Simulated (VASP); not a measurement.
# Pt (Immm) in VASP: a series of runs, part 2 of 2

VASP 6.6.1.

### Step 3. Single point, PBEsol (strain +0.0450 x Voigt [0, 0, 0, 1, 0, 0])

File INCAR:

```
ALGO = Fast ; EDIFF = 1E-6
ENCUT = 520 ; GGA = PS
ISIF = 2 ; ISMEAR = 0
LASPH = T ; LCHARG = T
LELF = T ; LREAL = F
LVHAR = T ; LWAVE = F
NBANDS = 11 ; NELM = 80
PREC = Accurate ; SIGMA = 0.15
```

File KPOINTS:

```
k-points
0
Gamma
  20 20 20
```

File POSCAR:

```
Pt
1.0
    0.0000000000      2.0019527500      2.0019527500
    1.9579000000      0.0440527500      1.9579000000
    1.9579000000      1.9579000000      0.0440527500
Pt
1
Direct
    0.0000000000      0.0000000000      0.0000000000
```

Potentials or basis: VASP PAW PBE potentials, release 64 (Pt).

The run is started by

```sh
> cat potpaw_PBE.64/Pt/POTCAR > POTCAR
> mpirun -np 1 vasp_std > vasp.out
```

OUTCAR:

```text
EDIFF = 1E-6
   ENCUT = 520
   GGA = PS
   ISIF = 2
   ISMEAR = 0
   LASPH = T
   LREAL = F
   NELM = 80
   PREC = Accurate

 ion  position               nearest neighbor table
   1  0.000  0.000  0.000-

  LATTYP: Found a body centered orthorhombic cell.
 ALAT       =     2.7065887373
 B/A-ratio  =     1.0460358056
 C/A-ratio  =     1.4467657927

  Lattice vectors:

 A1 = (  -1.9579000000,   1.9579000000,   0.0440527500)
 A2 = (  -1.9579000000,  -1.9579000000,  -0.0440527500)
 A3 = (   1.9579000000,   0.0440527500,   1.9579000000)

Analysis of symmetry for initial positions (statically):
=====================================================================
 Subroutine PRICEL returns:
 Original cell was already a primitive cell.

 Routine SETGRP: Setting up the symmetry group for a
 body centered orthorhombic supercell.

 Subroutine GETGRP returns: Found  8 space group operations
 (whereof  8 operations were pure point group operations)
 out of a pool of  8 trial point group operations.

The static configuration has the point symmetry D_2h.

Analysis of symmetry for dynamics (positions and initial velocities):
[... 159 lines left out ...]
 E-fermi :  11.1986     XC(G=0): -13.6568

 val. band max:       11.1983443601   @ k =  -0.1000   0.4500   0.2500
 cond. band min:      11.2015614192   @ k =  -0.1500  -0.4500   0.0500
 fundamental gap:      0.0032170592
 Fermi energy:        11.1986056701

 k-point     1 :       0.0000    0.0000    0.0000
  band No.  band energies     occupation
      1       0.8408      2.00000
      2       7.0917      2.00000
      3       7.2891      2.00000
      4       7.6440      2.00000
      5       9.5771      2.00000
      6       9.5978      2.00000
      7      25.7764      0.00000
      8      30.0822      0.00000
      9      30.8265      0.00000
     10      31.5492      0.00000
     11      36.1177      0.00000
[... 309 lines left out ...]
 k-point    24 :      -0.4000    0.0500   -0.0000
  band No.  band energies     occupation
      1       3.7712      2.00000
      2       7.1604      2.00000
      3       7.6252      2.00000
      4       9.0530      2.00000
      5      10.7383      1.99999
      6      11.5479      0.00099
      7      18.2069      0.00000
      8      25.9697      0.00000
      9      30.4909      0.00000
     10      31.3855      0.00000
     11      37.9309      0.00000

 [... further k-points ...]
[... 5 lines left out ...]
  --------------------------------------------------------------------------------------
  -------------------------------------------------------------------------------------
  Total       -0.0487737      0.1323975      0.1323975      0.0000000     -0.3606151      0.0000000
  in kB       -5.2085195     14.1386785     14.1386785      0.0000000    -38.5099464      0.0000000
  external PRESSURE =       7.6896125 kB  Pullay stress =       0.0000000 kB

 VOLUME and BASIS-vectors are now :
 -----------------------------------------------------------------------------
  energy-cutoff  :      520.00
  volume of cell :       15.00
      direct lattice vectors                 reciprocal lattice vectors
     0.000000000  2.001952750  2.001952750    -0.255375658  0.249756144  0.249756144
     1.957900000  0.044052750  1.957900000     0.255375658 -0.261253870  0.261253870
     1.957900000  1.957900000  0.044052750     0.255375658  0.261253870 -0.261253870

 POSITION                                       TOTAL-FORCE (eV/Angst)
 -----------------------------------------------------------------------------------
      0.00000      0.00000      0.00000         0.000000      0.000000      0.000000
 -----------------------------------------------------------------------------------
    total drift:                               -0.000000      0.000000      0.000000

  FREE ENERGIE OF THE ION-ELECTRON SYSTEM (eV)
  ---------------------------------------------------
  free  energy   TOTEN  =        -6.9664723406 eV

  energy  without entropy=       -6.9476763098  energy(sigma->0) =       -6.95707433
```

stdout:

```text
POSCAR found type information on POSCAR Pt
 POSCAR found :  1 types and       1 ions
 scaLAPACK will be used
 -----------------------------------------------------------------------------
|                                                                             |
|                                                                             |
|     You enforced a specific xc type in the INCAR file but a different       |
|     I HOPE YOU KNOW WHAT YOU ARE DOING!                                     |
|                                                                             |
 -----------------------------------------------------------------------------

 LDA part: xc-table for (Slater+PW92), standard interpolation
 POSCAR, INCAR and KPOINTS ok, starting setup
 FFT: planning ... GRIDC
 FFT: planning ... GRID_SOFT
 FFT: planning ... GRID
 WAVECAR not read
 entering main loop
WARNING in EDDRMM: call to ZHEGV failed, returncode =   8  4     11
```

It took 63 s on 1 thread of Intel Xeon 6975P-C (Granite Rapids), shared host; peak memory 0.31 GiB.

Results:

* Free energy: -6.9665 eV
* Pressure: 0.8 GPa
* Band gap on the k mesh: zero (band 5 reaches 11.75 eV, above the bottom of band 6 at 9.40 eV)

Caveat: the cell differs from its parent crystal (strain +0.0450 x Voigt [0, 0, 0, 1, 0, 0]); the PAW data sets were made with another functional, which shifts forces and pressure a little; spin-orbit coupling is left out, which moves the levels of the heavy elements.

### Step 4. Single point, PBEsol (strain -0.0300 x Voigt [0, 0, 0, 1, 0, 0])

File INCAR:

```
PREC = Accurate
ENCUT = 520
EDIFF = 1E-6
ISMEAR = 0
SIGMA = 0.15
LREAL = F
LASPH = T
NELM = 80
ALGO = Fast
ISIF = 2
LWAVE = F
LCHARG = F
GGA = PS
NBANDS = 11
```

File KPOINTS:

```
regular mesh
0
Gamma
  20 20 20
```

File POSCAR:

```
Pt
1.0
    0.0000000000      1.9285315000      1.9285315000
    1.9579000000     -0.0293685000      1.9579000000
    1.9579000000      1.9579000000     -0.0293685000
Pt
1
Direct
    0.0000000000      0.0000000000      0.0000000000
```

The run is started by

```sh
> cat potpaw_PBE.64/Pt/POTCAR > POTCAR
> mpirun -np 1 vasp_std > vasp.out
```

It took 72 s on 1 thread of Intel Xeon 6975P-C (Granite Rapids), shared host; peak memory 0.3 GiB.

It converged, with:

* Free energy: -6.9710 eV
* Pressure: 0.4 GPa
* Band gap on the k mesh: zero (band 5 reaches 11.72 eV, above the bottom of band 6 at 9.40 eV)

Stress tensor (GPa, compression positive):
```
-0.14  0.00  0.00
 0.00  0.73  2.50
 0.00  2.50  0.73
```

Levels at points of the mesh, in eV from the Fermi level:
| k point | band 1 | band 2 | band 3 | band 4 | band 5 | band 6 | band 7 | band 8 | band 9 | band 10 |
| --- | --- | --- | --- | --- | --- | --- | --- | --- | --- | --- |
| (0.00, 0.00, 0.00) | -10.36 | -4.02 | -3.87 | -3.65 | -1.63 | -1.63 | 14.59 | 19.11 | 19.60 | 20.09 |
| (0.50, 0.00, 0.00) | -7.39 | -4.09 | -3.74 | -0.44 | -0.01 | 0.16 | 6.06 | 14.05 | 18.54 | 18.96 |
| (0.00, 0.50, 0.00) | -7.47 | -4.06 | -3.71 | -0.70 | -0.08 | 0.10 | 5.63 | 14.27 | 18.99 | 19.42 |
| (0.50, 0.50, 0.00) | -7.17 | -6.71 | -0.01 | 0.49 | 0.52 | 1.70 | 8.89 | 11.35 | 11.35 | 20.15 |
| (0.00, 0.50, 0.50) | -7.18 | -6.70 | 0.02 | 0.48 | 0.52 | 1.69 | 8.88 | 10.79 | 11.92 | 20.10 |

Caveat: the cell differs from its parent crystal (strain -0.0300 x Voigt [0, 0, 0, 1, 0, 0]); the PAW data sets were made with another functional, which shifts forces and pressure a little; spin-orbit coupling is left out, which moves the levels of the heavy elements.

### Step 5. Summary

| cell | gap on the mesh (eV) | pressure (GPa) |
| --- | --- | --- |
| a = 2.686, b = 2.770, c = 2.770 Å, angles 62.0, 61.0, 61.0°, 1 atom | none | 1.2 |
| a = 2.831, b = 2.769, c = 2.769 Å, angles 58.5, 59.3, 59.3°, 1 atom | none | 0.8 |
| a = 2.727, b = 2.769, c = 2.769 Å, angles 61.0, 60.5, 60.5°, 1 atom | none | 0.4 |

Alike in all rows: task single point; level PBEsol; potentials or basis VASP PAW PBE potentials, release 64 (Pt); no spin polarisation; k mesh 20 × 20 × 20; cutoff (eV) 520; smearing gaussian 0.15 eV.

Caveats: the PAW data sets were made with another functional, which shifts forces and pressure a little; spin-orbit coupling is left out, which moves the levels of the heavy elements.

Total energies depend on the potentials used, so only differences within one code and one set of settings carry meaning.
